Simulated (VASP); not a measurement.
A run of VASP 6.6.1:

INCAR

```
SYSTEM = Pt
  ALGO = Normal
  EDIFF = 1E-7
  ENCUT = 520
  ISIF = 2
  ISMEAR = -1
  LASPH = .TRUE.
  LCHARG = .TRUE.
  LELF = .TRUE.
  LREAL = .FALSE.
  LVHAR = .TRUE.
  LWAVE = .FALSE.
  NBANDS = 11
  NELM = 80
  PREC = Accurate
  SIGMA = 0.05
```

Contents of KPOINTS:

```
k-points
0
G
  18 18 18
  0 0 0
```

Contents of POSCAR:

```
Pt
1.0
    0.0000000000      1.9469066745      1.9469066745
    1.9469066745      0.0000000000      1.9469066745
    1.9469066745      1.9469066745      0.0000000000
Pt
1
Direct
    0.0000000000      0.0000000000      0.0000000000
```

Potentials or basis: VASP PAW LDA potentials, release 64 (Pt).

Run with:

```sh
$ cat potpaw_LDA.64/Pt/POTCAR > POTCAR
$ mpirun -np 1 vasp_std > vasp.out
```

Hardware: 1 thread of Intel(R) Xeon(R) 6975P-C (Granite Rapids) (shared host).

How long does it take, and how much memory?

Run time: 9.2 s on 1 thread of Intel(R) Xeon(R) 6975P-C (Granite Rapids), on a shared host, peak memory 0.14 GiB. Counts: scf iterations 11, k points 195.
